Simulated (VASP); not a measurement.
# NaCl (Fm-3m) in VASP: a series of runs

The runs below take NaCl through single point, with PBE-based screened hybrid with 25 % exact exchange.

All numbers are computed with VASP 6.6.1; they aren't measurements. Logs are shortened: lines on timing, memory, paths and dates and some standing lists are left out, and cuts for length are marked.

### Step 1. The cell of the first run

The structure is cubic, space group Fm-3m (No. 225). The conventional cell has a = 5.513 Å, b = 5.513 Å, c = 5.513 Å, α = 90.00°, β = 90.00°, γ = 90.00°. Cl (site symmetry m-3m) has 6 Na at 2.76 Å within 3.6 Å. Within 3.6 Å of Na (site symmetry m-3m) lie 6 Cl at 2.76 Å.

### Step 2. Single point, PBE-based screened hybrid with 25 % exact exchange

POSCAR

```
NaCl
1.0
    0.0000000000      2.7563009776      2.7563009776
    2.7563009776      0.0000000000      2.7563009776
    2.7563009776      2.7563009776      0.0000000000
Cl Na
1 1
Direct
    0.5000000000      0.5000000000      0.5000000000
    0.0000000000      0.0000000000      0.0000000000
```

INCAR.step1

```
PREC = Accurate ; ENCUT = 520
EDIFF = 1E-5 ; ISMEAR = -1
SIGMA = 0.05 ; LREAL = F
LASPH = T ; NELM = 60
ALGO = Normal ; ISIF = 2
LWAVE = T ; LCHARG = F
NBANDS = 14 ; GGA = PE
```

INCAR.step2

```
PREC = Accurate ; ENCUT = 520
EDIFF = 1E-6 ; ISMEAR = -1
SIGMA = 0.05 ; LREAL = F
LASPH = T ; NELM = 60
ALGO = Normal ; ISIF = 2
LWAVE = F ; LCHARG = F
GGA = PE ; LHFCALC = T
AEXX = 0.25 ; HFSCREEN = 0.3
PRECFOCK = Normal ; NBANDS = 14
ISTART = 1
```

KPOINTS

```
regular mesh
0
Gamma
  4 4 4
```

Potentials or basis: VASP PAW PBE potentials, release 64 (Cl, Na_pv).

Command:

```sh
$ cat potpaw_PBE.64/Cl/POTCAR potpaw_PBE.64/Na_pv/POTCAR > POTCAR
$ cp INCAR.step1 INCAR
$ mpirun -np 1 vasp_std > vasp.out
$ cp INCAR.step2 INCAR
$ mpirun -np 1 vasp_std > vasp.out
```

OUTCAR:

```text
PREC = Accurate
   ENCUT = 520
   EDIFF = 1E-6
   ISMEAR = -1
   LREAL = F
   LASPH = T
   NELM = 60
   ISIF = 2
   GGA = PE
   LHFCALC = T
   AEXX = 0.25
   HFSCREEN = 0.3
   PRECFOCK = Normal
   ISTART = 1

 ion  position               nearest neighbor table
   1  0.500  0.500  0.500-
   2  0.000  0.000  0.000-

  LATTYP: Found a face centered cubic cell.
 ALAT       =     5.5126019552

  Lattice vectors:

 A1 = (   0.0000000000,   2.7563009776,   2.7563009776)
 A2 = (   2.7563009776,   0.0000000000,   2.7563009776)
 A3 = (   2.7563009776,   2.7563009776,   0.0000000000)

Analysis of symmetry for initial positions (statically):
=====================================================================
 Subroutine PRICEL returns:
 Original cell was already a primitive cell.

 Routine SETGRP: Setting up the symmetry group for a
 face centered cubic supercell.

 Subroutine GETGRP returns: Found 48 space group operations
 (whereof 48 operations were pure point group operations)
 out of a pool of 48 trial point group operations.

The static configuration has the point symmetry O_h .

Analysis of symmetry for dynamics (positions and initial velocities):
=====================================================================
 Subroutine PRICEL returns:
 Original cell was already a primitive cell.

 Routine SETGRP: Setting up the symmetry group for a
 face centered cubic supercell.

 Subroutine GETGRP returns: Found 48 space group operations
 (whereof 48 operations were pure point group operations)
 out of a pool of 48 trial point group operations.

The dynamic configuration has the point symmetry O_h .

 Subroutine INISYM returns: Found 48 space group operations
 (whereof 48 operations are pure point group operations),
 and found     1 'primitive' translations

----------------------------------------------------------------------------------------

                                     Primitive cell

  volume of cell :      41.8803

  direct lattice vectors                    reciprocal lattice vectors
     0.000000000  2.756300978  2.756300978    -0.181402541  0.181402541  0.181402541
     2.756300978  0.000000000  2.756300978     0.181402541 -0.181402541  0.181402541
     2.756300978  2.756300978  0.000000000     0.181402541  0.181402541 -0.181402541

  length of vectors
     3.897998225  3.897998225  3.897998225     0.314198417  0.314198417  0.314198417

  position of ions in fractional coordinates (direct lattice)
     0.500000000  0.500000000  0.500000000
     0.000000000  0.000000000  0.000000000

  ion indices of the primitive-cell ions
   primitive index   ion index
                 1           1
                 2           2

----------------------------------------------------------------------------------------

 KPOINTS: regular mesh

Automatic generation of k-mesh.
 Grid dimensions read from file:
 generate k-points for:    4    4    4

 Generating k-lattice:

  Cartesian coordinates                     Fractional coordinates (reciprocal lattice)
    -0.045350635  0.045350635  0.045350635     0.250000000  0.000000000  0.000000000
     0.045350635 -0.045350635  0.045350635     0.000000000  0.250000000  0.000000000
     0.045350635  0.045350635 -0.045350635     0.000000000  0.000000000  0.250000000

  Length of vectors
     0.078549604  0.078549604  0.078549604

  Shift w.r.t. Gamma in fractional coordinates (k-lattice)
     0.000000000  0.000000000  0.000000000

 Subroutine IBZKPT returns following result:
 ===========================================

 Found      8 irreducible k-points:

 Following reciprocal coordinates:
            Coordinates               Weight
  0.000000  0.000000  0.000000      1.000000
  0.250000  0.000000  0.000000      8.000000
  0.500000  0.000000  0.000000      4.000000
  0.250000  0.250000  0.000000      6.000000
  0.500000  0.250000  0.000000     24.000000
 -0.250000  0.250000  0.000000     12.000000
  0.500000  0.500000  0.000000      3.000000
 -0.250000  0.500000  0.250000      6.000000
   k-points           NKPTS =      8   k-points in BZ     NKDIM =     64   number of bands    NBANDS=     14
   number of dos      NEDOS =    301   number of ions     NIONS =      2
   total plane-waves  NPLWV =  27000
   dimension x,y,z NGX =    30 NGY =   30 NGZ =   30
   dimension x,y,z NGXF=    60 NGYF=   60 NGZF=   60
   ions per type =               1   1
   NGX,Y,Z   is equivalent  to a cutoff of  12.79, 12.79, 12.79 a.u.
   NGXF,Y,Z  is equivalent  to a cutoff of  25.59, 25.59, 25.59 a.u.
 SYSTEM =  unknown system
   PREC   = accura    normal or accurate (medium, high low for compatibility)
   ISTART =      1    job   : 0-new  1-cont  2-samecut
   ICHARG =      0    charge: 1-file 2-atom 10-const
   ISPIN  =      1    spin polarized calculation?
   LNONCOLLINEAR =      F non collinear calculations
   LSORBIT =      F    spin-orbit coupling
   LASPH  =      T    aspherical Exc in radial PAW
   ENCUT  =  520.0 eV  38.22 Ry    6.18 a.u.   7.25  7.25  7.25*2*pi/ulx,y,z
   NELM   =     60;   NELMIN=  2; NELMDL=  0     # of ELM steps
   EDIFF  = 0.1E-05   stopping-criterion for ELM
   LREAL  =      F    real-space projection
   EDIFFG = 0.1E-04   stopping-criterion for IOM
   NSW    =      0    number of steps for IOM
   IBRION =     -1    ionic relax: 0-MD 1-quasi-New 2-CG
   NFREE  =      0    steps in history (QN), initial steepest desc. (CG)
   ISIF   =      2    stress and relaxation
   ISYM   =      3    0-nonsym 1-usesym 2-fastsym
   POTIM  = 0.5000    time-step for ionic-motion
   TEBEG  =    0.0;   TEEND  =   0.0 temperature during run
   PSTRESS=    0.0 pullay stress
   NELECT =      14.0000    total number of electrons
   NUPDOWN=      -1.0000    fix difference up-down
   EMIN   =  10.00;   EMAX   =-10.00  energy-range for DOS
   EFERMI =   0.00;   METHOD = LEGACY
   ISMEAR =    -1;   SIGMA  =   0.05  broadening in eV -4-tet -1-fermi 0-gaus
   EFERMI_NEDOS =   21; number of points for ismear=-14 and -15
   IALGO  =     38    algorithm
   IMIX   =      1    mixing-type and parameters
     AMIX     =   0.40;   BMIX     =  1.00
     AMIX_MAG =   1.60;   BMIX_MAG =  1.00
  volume/ion in A,a.u.               =      20.94       141.31
  Fermi-wavevector in a.u.,A,eV,Ry     =   1.136181  2.147071 17.563861  1.290907
  Thomas-Fermi vector in A             =   2.272886
   LORBIT       =      0    0 simple, 1 ext, 2 COOP (PROOUT), +10 PAW based schemes
   GGA     = PE    functional components
   LHFCALC =     T    Hartree Fock is set to
   PRECFOCK=normal    Normal, Fast or Accurate (Low or Medium for compatibility)
   ENCUT4O =  -1.0   cutoff for four orbital integrals eV
   NKREDX  =     1    reduce k-point grid by
   NKREDY  =     1    reduce k-point grid by
   NKREDZ  =     1    reduce k-point grid by
   AEXX    =    0.2500 exact exchange contribution
   HFSCREEN=    0.3000 screening length (either q_TF or 0.3 A-1)
   HFSCREENC=   0.3000 screening length for correlation (either q_TF or 0.3 A-1)
   ENCUTFOCK=  -1.0 apply spherical cutoff to Coloumb kernel
   IVDW    =     0    specifies the selected vdW correction
   LEPSILON=     F    determine dielectric tensor
   LRPA    =     F    only Hartree local field effects (RPA)
 non-spin polarized calculation
  energy-cutoff  :      520.00
  volume of cell :       41.88
 maximum number of plane-waves:      1158
 NGX is ok and might be reduce to    30
  NGX = 24; NGY = 24; NGZ = 24

 number of electron      14.0000008 magnetization

 Free energy of the ion-electron system (eV)
  ---------------------------------------------------
  ext. energy  EPLUGINS =         0.00000000
  ---------------------------------------------------
  free energy    TOTEN  =        -7.67423667 eV

  energy without entropy =       -7.67423667  energy(sigma->0) =       -7.67423667

 E-fermi :  -0.0161     XC(G=0):  -7.1752

 val. band max:       -1.1637173408   @ k =   0.0000   0.0000   0.0000
 cond. band min:       5.3626003659   @ k =   0.0000   0.0000   0.0000
 fundamental gap:      6.5263177067
 Fermi energy:        -0.0160947739

 k-point     1 :       0.0000    0.0000    0.0000
  band No.  band energies     occupation
      1     -23.8834      2.00000
      2     -23.8834      2.00000
      3     -23.8834      2.00000
      4     -15.1428      2.00000
      5      -1.1637      2.00000
      6      -1.1637      2.00000
      7      -1.1637      2.00000
      8       5.3626      0.00000
      9      11.2633      0.00000
     10      11.2633      0.00000
     11      11.2633      0.00000
     12      13.6701      0.00000
     13      13.6701      0.00000
     14      15.1527      0.00000

 k-point     2 :       0.2500    0.0000    0.0000
  band No.  band energies     occupation
      1     -23.9025      2.00000
      2     -23.8845      2.00000
      3     -23.8845      2.00000
      4     -14.9299      2.00000
      5      -2.4220      2.00000
      6      -1.3299      2.00000
      7      -1.3299      2.00000
      8       6.8772      0.00000
      9      10.2335      0.00000
     10      11.6419      0.00000
     11      11.6419      0.00000
     12      13.6494      0.00000
     13      13.6494      0.00000
     14      16.3710      0.00000

 k-point     3 :       0.5000    0.0000    0.0000
  band No.  band energies     occupation
      1     -23.9213      2.00000
      2     -23.8855      2.00000
      3     -23.8855      2.00000
      4     -14.7020      2.00000
      5      -3.4071      2.00000
      6      -1.4862      2.00000
      7      -1.4862      2.00000
      8       7.3443      0.00000
      9      11.2406      0.00000
     10      11.2406      0.00000
     11      11.4000      0.00000
     12      15.6169      0.00000
     13      16.8404      0.00000
     14      16.8404      0.00000

 k-point     4 :       0.2500    0.2500    0.0000
  band No.  band energies     occupation
      1     -23.8989      2.00000
      2     -23.8884      2.00000
      3     -23.8884      2.00000
      4     -14.8788      2.00000
      5      -2.3883      2.00000
      6      -1.5415      2.00000
      7      -1.5415      2.00000
      8       7.4719      0.00000
      9       9.0790      0.00000
     10      11.2180      0.00000
     11      12.8556      0.00000
     12      12.8556      0.00000
     13      14.5657      0.00000
     14      19.7267      0.00000

 k-point     5 :       0.5000    0.2500    0.0000
  band No.  band energies     occupation
      1     -23.9107      2.00000
      2     -23.8937      2.00000
      3     -23.8895      2.00000
      4     -14.6728      2.00000
      5      -2.9990      2.00000
      6      -2.0692      2.00000
      7      -1.6872      2.00000
      8       8.3354      0.00000
      9       9.6006      0.00000
     10      10.4799      0.00000
     11      12.6619      0.00000
     12      14.7900      0.00000
     13      16.9160      0.00000
     14      17.9586      0.00000

 k-point     6 :      -0.2500    0.2500    0.0000
  band No.  band energies     occupation
      1     -23.9095      2.00000
      2     -23.8946      2.00000
      3     -23.8855      2.00000
      4     -14.7272      2.00000
      5      -2.8504      2.00000
      6      -2.0989      2.00000
      7      -1.4877      2.00000
      8       8.5524      0.00000
      9       9.8719      0.00000
     10      10.3718      0.00000
     11      12.2559      0.00000
     12      13.5354      0.00000
     13      16.5515      0.00000
     14      17.4215      0.00000

 k-point     7 :       0.5000    0.5000    0.0000
  band No.  band energies     occupation
      1     -23.9085      2.00000
      2     -23.8935      2.00000
      3     -23.8935      2.00000
      4     -14.6413      2.00000
      5      -3.1192      2.00000
      6      -1.8732      2.00000
      7      -1.8732      2.00000
      8       7.7721      0.00000
      9       7.9416      0.00000
     10      11.9886      0.00000
     11      15.6942      0.00000
     12      15.6942      0.00000
     13      15.8935      0.00000
     14      17.7495      0.00000

 k-point     8 :      -0.2500    0.5000    0.2500
  band No.  band energies     occupation
      1     -23.9009      2.00000
      2     -23.9009      2.00000
      3     -23.8962      2.00000
      4     -14.6185      2.00000
      5      -2.5650      2.00000
      6      -2.5650      2.00000
      7      -2.0485      2.00000
      8       9.2057      0.00000
      9       9.9112      0.00000
     10       9.9112      0.00000
     11      11.8585      0.00000
     12      16.5478      0.00000
     13      16.5478      0.00000
     14      17.1775      0.00000

------------------------ aborting loop because EDIFF is reached ----------------------------------------

  FORCE on cell =-STRESS in cart. coord.  units (eV):
  Direction    XX          YY          ZZ          XY          YZ          ZX
  --------------------------------------------------------------------------------------
  -------------------------------------------------------------------------------------
  Total        0.6142895      0.6142895      0.6142895     -0.0000000      0.0000000     -0.0000000
  in kB       23.5003189     23.5003189     23.5003189     -0.0000000      0.0000000     -0.0000000
  external PRESSURE =      23.5003189 kB  Pullay stress =       0.0000000 kB

 VOLUME and BASIS-vectors are now :
 -----------------------------------------------------------------------------
  energy-cutoff  :      520.00
  volume of cell :       41.88
      direct lattice vectors                 reciprocal lattice vectors
     0.000000000  2.756300978  2.756300978    -0.181402541  0.181402541  0.181402541
     2.756300978  0.000000000  2.756300978     0.181402541 -0.181402541  0.181402541
     2.756300978  2.756300978  0.000000000     0.181402541  0.181402541 -0.181402541

 POSITION                                       TOTAL-FORCE (eV/Angst)
 -----------------------------------------------------------------------------------
      2.75630      2.75630      2.75630         0.000000     -0.000000     -0.000000
      0.00000      0.00000      0.00000         0.000000      0.000000      0.000000
 -----------------------------------------------------------------------------------
    total drift:                                0.000000      0.000000      0.000000

  FREE ENERGIE OF THE ION-ELECTRON SYSTEM (eV)
  ---------------------------------------------------
  free  energy   TOTEN  =        -7.6742366697 eV

  energy  without entropy=       -7.6742366697  energy(sigma->0) =       -7.67423667
```

Wall time 5.2 min (1 thread of Intel Xeon 8259CL, shared host); peak memory 0.26 GiB.

Results:

```
Free energy            : -7.6742 eV
Pressure               : 2.4 GPa
Band gap on the k mesh : 6.53 eV
```

Caveat: the k points lie up to 0.49 Å⁻¹ apart; the PAW data sets were made with another functional, which shifts forces and pressure a little.

### Step 3. Single point, PBE-based screened hybrid with 25 % exact exchange

This run uses another cell than the first one, of 21.38 Å³/atom.

POSCAR

```
NaCl
1.0
    0.0000000000      2.7753105505      2.7753105505
    2.7753105505      0.0000000000      2.7753105505
    2.7753105505      2.7753105505      0.0000000000
Cl Na
1 1
Direct
    0.5000000000      0.5000000000      0.5000000000
    0.0000000000      0.0000000000      0.0000000000
```

INCAR.step1

```
SYSTEM = NaCl
ALGO     = Normal         ! electronic algorithm
EDIFF    = 1E-5           ! SCF threshold, eV
ENCUT    = 520            ! plane-wave cutoff, eV
GGA      = PE             ! functional
ISIF     = 2              ! what is computed and relaxed
ISMEAR   = -1             ! smearing method
LASPH    = .TRUE.         ! aspherical terms in the spheres
LCHARG   = .FALSE.        ! write CHGCAR
LREAL    = .FALSE.        ! projectors in reciprocal space
LWAVE    = .TRUE.         ! write WAVECAR
NBANDS   = 14             ! bands
NELM     = 60             ! most SCF steps
PREC     = Accurate       ! precision mode
SIGMA    = 0.05           ! smearing width, eV
```

INCAR.step2

```
SYSTEM = NaCl
AEXX     = 0.25           ! exact-exchange fraction
ALGO     = Normal         ! electronic algorithm
EDIFF    = 1E-6           ! SCF threshold, eV
ENCUT    = 520            ! plane-wave cutoff, eV
GGA      = PE             ! functional
HFSCREEN = 0.3            ! screening, 1/A
ISIF     = 2              ! what is computed and relaxed
ISMEAR   = -1             ! smearing method
ISTART   = 1            
LASPH    = .TRUE.         ! aspherical terms in the spheres
LCHARG   = .FALSE.        ! write CHGCAR
LHFCALC  = .TRUE.         ! exact exchange
LREAL    = .FALSE.        ! projectors in reciprocal space
LWAVE    = .FALSE.        ! write WAVECAR
NBANDS   = 14             ! bands
NELM     = 60             ! most SCF steps
PREC     = Accurate       ! precision mode
PRECFOCK = Normal       
SIGMA    = 0.05           ! smearing width, eV
```

KPOINTS

```
k-points
0
G
  4 4 4
  0 0 0
```

Potentials or basis: VASP PAW PBE potentials, release 64 (Cl, Na_pv).

Command:

```sh
$ cat potpaw_PBE.64/Cl/POTCAR potpaw_PBE.64/Na_pv/POTCAR > POTCAR
$ cp INCAR.step1 INCAR
$ mpirun -np 1 vasp_std > vasp.out
$ cp INCAR.step2 INCAR
$ mpirun -np 1 vasp_std > vasp.out
```

Wall time 5.5 min (1 thread of Intel Xeon 8259CL, shared host); peak memory 0.26 GiB.

The run converged. Its results:

```yaml
Free_energy: -7.6854 eV
Pressure: 1.6 GPa
Band_gap_on_the_k_mesh: 6.43 eV
```

Levels at points of the mesh, in eV from the valence-band top:
| k point | band 5 | band 6 | band 7 | band 8 | band 9 | band 10 |
| --- | --- | --- | --- | --- | --- | --- |
| (0.00, 0.00, 0.00) | 0.00 | 0.00 | 0.00 | 6.43 | 12.40 | 12.40 |
| (0.50, 0.00, 0.00) | -2.17 | -0.31 | -0.31 | 8.47 | 12.35 | 12.35 |
| (0.50, 0.50, 0.00) | -1.89 | -0.69 | -0.69 | 8.87 | 9.12 | 12.99 |

Caveat: the k points lie up to 0.49 Å⁻¹ apart; the PAW data sets were made with another functional, which shifts forces and pressure a little.

### Step 4. Single point, PBE-based screened hybrid with 25 % exact exchange

This run uses another cell than the first one, of 22.25 Å³/atom.

POSCAR

```
NaCl
1.0
    0.0000000000      2.8125674869      2.8125674869
    2.8125674869      0.0000000000      2.8125674869
    2.8125674869      2.8125674869      0.0000000000
Cl Na
1 1
Direct
    0.5000000000      0.5000000000      0.5000000000
    0.0000000000      0.0000000000      0.0000000000
```

INCAR.step1

```
PREC = Accurate ; ENCUT = 520
EDIFF = 1E-5 ; ISMEAR = -1
SIGMA = 0.05 ; LREAL = F
LASPH = T ; NELM = 80
ALGO = Normal ; ISIF = 2
LWAVE = T ; LCHARG = F
GGA = PE ; NBANDS = 14
```

INCAR.step2

```
PREC = Accurate ; ENCUT = 520
EDIFF = 1E-6 ; ISMEAR = -1
SIGMA = 0.05 ; LREAL = F
LASPH = T ; NELM = 80
ALGO = Normal ; ISIF = 2
LWAVE = F ; LCHARG = F
GGA = PE ; LHFCALC = T
AEXX = 0.25 ; HFSCREEN = 0.3
PRECFOCK = Normal ; ISTART = 1
NBANDS = 14
```

KPOINTS

```
Automatic mesh
0
Gamma
  4 4 4
```

Command:

```sh
$ cat potpaw_PBE.64/Cl/POTCAR potpaw_PBE.64/Na_pv/POTCAR > POTCAR
$ cp INCAR.step1 INCAR
$ mpirun -np 1 vasp_std > vasp.out
$ cp INCAR.step2 INCAR
$ mpirun -np 1 vasp_std > vasp.out
```

Run time: 4.7 min. Hardware: 1 thread of Intel Xeon 8259CL, shared host; peak memory 0.26 GiB.

Results (log left out):

```yaml
Free_energy: -7.6971 eV
Pressure: 0.5 GPa
Band_gap_on_the_k_mesh: 6.26 eV
```

Levels at points of the mesh, in eV from the valence-band top:
| k point | band 3 | band 4 | band 5 | band 6 | band 7 | band 8 | band 9 | band 10 | band 11 | band 12 |
| --- | --- | --- | --- | --- | --- | --- | --- | --- | --- | --- |
| (0.00, 0.00, 0.00) | -22.83 | -13.82 | 0.00 | 0.00 | 0.00 | 6.26 | 12.36 | 12.36 | 12.36 | 14.68 |
| (0.50, 0.00, 0.00) | -22.83 | -13.45 | -2.04 | -0.28 | -0.28 | 8.39 | 12.03 | 12.24 | 12.24 | 16.34 |
| (0.50, 0.50, 0.00) | -22.84 | -13.40 | -1.77 | -0.64 | -0.64 | 8.75 | 9.15 | 12.68 | 16.27 | 16.27 |

Caveat: the k points lie up to 0.48 Å⁻¹ apart; the PAW data sets were made with another functional, which shifts forces and pressure a little.

(Continued in part 2 of 2.)
